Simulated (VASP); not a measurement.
# WAu (F-43m) in VASP: further runs, part 2 of 2

VASP 6.6.1. Earlier steps stand in the parts before.

## (3) Single point, r2SCAN

This run uses another cell than the first one, of 21.53 Å³/atom.

Contents of POSCAR:

```
WAu
1.0
    0.0000000000      2.7819990746      2.7819990746
    2.7819990746      0.0000000000      2.7819990746
    2.7819990746      2.7819990746      0.0000000000
W Au
1 1
Direct
    0.0000000000      0.0000000000      0.0000000000
    0.7500000000      0.7500000000      0.7500000000
```

Contents of INCAR.step1:

```
SYSTEM = WAu
  ALGO = Normal
  EDIFF = 1E-4
  ENCUT = 520
  GGA = PE
  ISMEAR = -1
  LASPH = .True.
  LCHARG = .False.
  LREAL = .False.
  LWAVE = .True.
  NBANDS = 20
  NELM = 80
  PREC = Accurate
  SIGMA = 0.05
```

Contents of INCAR.step2:

```
SYSTEM = WAu
  ALGO = Normal
  EDIFF = 1E-7
  ENCUT = 520
  ISIF = 2
  ISMEAR = -1
  ISTART = 1
  LASPH = .True.
  LCHARG = .True.
  LELF = .True.
  LMIXTAU = .True.
  LREAL = .False.
  LVHAR = .True.
  LWAVE = .False.
  METAGGA = R2SCAN
  NBANDS = 20
  NELM = 80
  PREC = Accurate
  SIGMA = 0.05
```

Contents of KPOINTS:

```
k-points
0
Gamma
  8 8 8
  0 0 0
```

Potentials or basis: VASP PAW PBE potentials, release 64 (W_sv, Au).

Command:

```bash
$ cat potpaw_PBE.64/W_sv/POTCAR potpaw_PBE.64/Au/POTCAR > POTCAR
$ cp INCAR.step1 INCAR
$ mpirun -np 1 vasp_std > vasp.out
$ cp INCAR.step2 INCAR
$ mpirun -np 1 vasp_std > vasp.out
```

OUTCAR:

```text
SYSTEM = WAu
   EDIFF = 1E-7
   ENCUT = 520
   ISIF = 2
   ISMEAR = -1
   ISTART = 1
   LASPH = .True.
   LREAL = .False.
   METAGGA = R2SCAN
   NELM = 80
   PREC = Accurate

 ion  position               nearest neighbor table
   1  0.000  0.000  0.000-   2 2.41   2 2.41   2 2.41   2 2.41
   2  0.750  0.750  0.750-   1 2.41   1 2.41   1 2.41   1 2.41

  LATTYP: Found a face centered cubic cell.
 ALAT       =     5.5639981492

  Lattice vectors:

 A1 = (   0.0000000000,   2.7819990746,   2.7819990746)
 A2 = (   2.7819990746,   0.0000000000,   2.7819990746)
 A3 = (   2.7819990746,   2.7819990746,   0.0000000000)

Analysis of symmetry for initial positions (statically):
=====================================================================
 Subroutine PRICEL returns:
 Original cell was already a primitive cell.

 Routine SETGRP: Setting up the symmetry group for a
 face centered cubic supercell.

 Subroutine GETGRP returns: Found 24 space group operations
 (whereof 24 operations were pure point group operations)
 out of a pool of 48 trial point group operations.

The static configuration has the point symmetry T_d .

Analysis of symmetry for dynamics (positions and initial velocities):
=====================================================================
 Subroutine PRICEL returns:
 Original cell was already a primitive cell.

 Routine SETGRP: Setting up the symmetry group for a
 face centered cubic supercell.

 Subroutine GETGRP returns: Found 24 space group operations
 (whereof 24 operations were pure point group operations)
 out of a pool of 48 trial point group operations.

The dynamic configuration has the point symmetry T_d .

 Subroutine INISYM returns: Found 24 space group operations
 (whereof 24 operations are pure point group operations),
 and found     1 'primitive' translations

----------------------------------------------------------------------------------------

                                     Primitive cell

  volume of cell :      43.0627

  direct lattice vectors                    reciprocal lattice vectors
     0.000000000  2.781999075  2.781999075    -0.179726875  0.179726875  0.179726875
     2.781999075  0.000000000  2.781999075     0.179726875 -0.179726875  0.179726875
     2.781999075  2.781999075  0.000000000     0.179726875  0.179726875 -0.179726875

  length of vectors
     3.934340822  3.934340822  3.934340822     0.311296079  0.311296079  0.311296079

  position of ions in fractional coordinates (direct lattice)
     0.000000000  0.000000000  0.000000000
     0.750000000  0.750000000  0.750000000

  ion indices of the primitive-cell ions
   primitive index   ion index
                 1           1
                 2           2

----------------------------------------------------------------------------------------

 KPOINTS: k-points

Automatic generation of k-mesh.
 Grid dimensions read from file:
 generate k-points for:    8    8    8

 Generating k-lattice:

  Cartesian coordinates                     Fractional coordinates (reciprocal lattice)
    -0.022465859  0.022465859  0.022465859     0.125000000  0.000000000  0.000000000
     0.022465859 -0.022465859  0.022465859     0.000000000  0.125000000  0.000000000
     0.022465859  0.022465859 -0.022465859     0.000000000  0.000000000  0.125000000

  Length of vectors
     0.038912010  0.038912010  0.038912010

  Shift w.r.t. Gamma in fractional coordinates (k-lattice)
     0.000000000  0.000000000  0.000000000

 Subroutine IBZKPT returns following result:
 ===========================================

 Found     29 irreducible k-points:

 Following reciprocal coordinates:
            Coordinates               Weight
  0.000000  0.000000  0.000000      1.000000
  0.125000  0.000000  0.000000      8.000000
  0.250000  0.000000  0.000000      8.000000
  0.375000  0.000000  0.000000      8.000000
  0.500000  0.000000  0.000000      4.000000
  0.125000  0.125000  0.000000      6.000000
[... 16 lines left out ...]
  0.500000  0.250000  0.125000     48.000000
 -0.375000  0.250000  0.125000     24.000000
 [... further k-points ...]
   k-points           NKPTS =     29   k-points in BZ     NKDIM =     29   number of bands    NBANDS=     20
   number of dos      NEDOS =    301   number of ions     NIONS =      2
   total plane-waves  NPLWV =  27000
   dimension x,y,z NGX =    30 NGY =   30 NGZ =   30
   dimension x,y,z NGXF=    60 NGYF=   60 NGZF=   60
   ions per type =               1   1
   NGX,Y,Z   is equivalent  to a cutoff of  12.68, 12.68, 12.68 a.u.
   NGXF,Y,Z  is equivalent  to a cutoff of  25.35, 25.35, 25.35 a.u.
 SYSTEM =  WAu
   PREC   = accura    normal or accurate (medium, high low for compatibility)
   ISTART =      1    job   : 0-new  1-cont  2-samecut
   ICHARG =      0    charge: 1-file 2-atom 10-const
   ISPIN  =      1    spin polarized calculation?
   LNONCOLLINEAR =      F non collinear calculations
   LSORBIT =      F    spin-orbit coupling
   LASPH  =      T    aspherical Exc in radial PAW
   ENCUT  =  520.0 eV  38.22 Ry    6.18 a.u.   7.32  7.32  7.32*2*pi/ulx,y,z
   NELM   =     80;   NELMIN=  2; NELMDL=  0     # of ELM steps
   EDIFF  = 0.1E-06   stopping-criterion for ELM
   LREAL  =      F    real-space projection
   EDIFFG = 0.1E-05   stopping-criterion for IOM
   NSW    =      0    number of steps for IOM
   IBRION =     -1    ionic relax: 0-MD 1-quasi-New 2-CG
   NFREE  =      0    steps in history (QN), initial steepest desc. (CG)
   ISIF   =      2    stress and relaxation
   ISYM   =      2    0-nonsym 1-usesym 2-fastsym
   POTIM  = 0.5000    time-step for ionic-motion
   TEBEG  =    0.0;   TEEND  =   0.0 temperature during run
   PSTRESS=    0.0 pullay stress
   NELECT =      25.0000    total number of electrons
   NUPDOWN=      -1.0000    fix difference up-down
   EMIN   =  10.00;   EMAX   =-10.00  energy-range for DOS
   EFERMI =   0.00;   METHOD = LEGACY
   ISMEAR =    -1;   SIGMA  =   0.05  broadening in eV -4-tet -1-fermi 0-gaus
   EFERMI_NEDOS =   21; number of points for ismear=-14 and -15
   IALGO  =     38    algorithm
   IMIX   =      4    mixing-type and parameters
     AMIX     =   0.40;   BMIX     =  1.00
     AMIX_MAG =   1.60;   BMIX_MAG =  1.00
  volume/ion in A,a.u.               =      21.53       145.30
  Fermi-wavevector in a.u.,A,eV,Ry     =   1.365698  2.580794 25.376630  1.865130
  Thomas-Fermi vector in A             =   2.491903
   LORBIT       =      0    0 simple, 1 ext, 2 COOP (PROOUT), +10 PAW based schemes
   METAGGA = R2SCAN    functional components
   LHFCALC =     F    Hartree Fock is set to
   AEXX    =    0.0000 exact exchange contribution
   IVDW    =     0    specifies the selected vdW correction
   LEPSILON=     F    determine dielectric tensor
   LRPA    =     F    only Hartree local field effects (RPA)
 non-spin polarized calculation
  energy-cutoff  :      520.00
  volume of cell :       43.06
 maximum number of plane-waves:      1211
 NGX is ok and might be reduce to    30
   NGX = 15   NGY = 15   NGZ = 15

 number of electron      25.0000002 magnetization

 Free energy of the ion-electron system (eV)
  ---------------------------------------------------
  ext. energy  EPLUGINS =         0.00000000
  ---------------------------------------------------
  free energy    TOTEN  =       -97.61218206 eV

  energy without entropy =      -97.59584085  energy(sigma->0) =      -97.60401145

 E-fermi :   7.0336     XC(G=0): -12.1971

 val. band max:        7.0043712491   @ k =  -0.3750   0.2500   0.1250
 cond. band min:       7.0779230612   @ k =   0.3750   0.2500   0.0000
 fundamental gap:      0.0735518121
 Fermi energy:         7.0335564926

 k-point     1 :       0.0000    0.0000    0.0000
  band No.  band energies     occupation
      1     -69.0276      2.00000
      2     -32.6631      2.00000
      3     -32.6631      2.00000
      4     -32.6631      2.00000
      5      -1.5979      2.00000
      6       0.2408      2.00000
[... 12 lines left out ...]
     19      19.2939      0.00000
     20      19.5223      0.00000
[... 507 lines left out ...]
 k-point    24 :      -0.3750    0.2500    0.1250
  band No.  band energies     occupation
      1     -69.0244      2.00000
      2     -32.6856      2.00000
      3     -32.6658      2.00000
      4     -32.6591      2.00000
      5      -0.1987      2.00000
      6      -0.0042      2.00000
[... 12 lines left out ...]
     19      17.9789      0.00000
     20      21.7125      0.00000

 [... further k-points ...]

------------------------ aborting loop because EDIFF is reached ----------------------------------------

  FORCE on cell =-STRESS in cart. coord.  units (eV):
  Direction    XX          YY          ZZ          XY          YZ          ZX
  --------------------------------------------------------------------------------------
  -------------------------------------------------------------------------------------
  Total        5.5891393      5.5891393      5.5891393      0.0000000      0.0000000      0.0000000
  in kB      207.9479198    207.9479198    207.9479198      0.0000000      0.0000000      0.0000000
  external PRESSURE =     207.9479198 kB  Pullay stress =       0.0000000 kB

 VOLUME and BASIS-vectors are now :
 -----------------------------------------------------------------------------
  energy-cutoff  :      520.00
  volume of cell :       43.06
      direct lattice vectors                 reciprocal lattice vectors
     0.000000000  2.781999075  2.781999075    -0.179726875  0.179726875  0.179726875
     2.781999075  0.000000000  2.781999075     0.179726875 -0.179726875  0.179726875
     2.781999075  2.781999075  0.000000000     0.179726875  0.179726875 -0.179726875

 POSITION                                       TOTAL-FORCE (eV/Angst)
 -----------------------------------------------------------------------------------
      0.00000      0.00000      0.00000         0.000000      0.000000     -0.000000
      4.17300      4.17300      4.17300        -0.000000     -0.000000      0.000000
 -----------------------------------------------------------------------------------
    total drift:                                0.000001      0.000001      0.000001

  FREE ENERGIE OF THE ION-ELECTRON SYSTEM (eV)
  ---------------------------------------------------
  free  energy   TOTEN  =       -97.6121820591 eV

  energy  without entropy=      -97.5958408458  energy(sigma->0) =      -97.60401145
```

It took 92 s on 1 thread of Intel Xeon Platinum 8488C (Sapphire Rapids), shared host; peak memory 0.19 GiB.

Results:

```yaml
Free_energy: -97.6122 eV
Pressure: 20.8 GPa
Band_gap_on_the_k_mesh: zero (an odd number of electrons rules out a gap without spin polarisation)
```

Caveat: the cell stands under pressure; the PAW data sets were made with another functional, which shifts forces and pressure a little; spin-orbit coupling is left out, which moves the levels of the heavy elements.
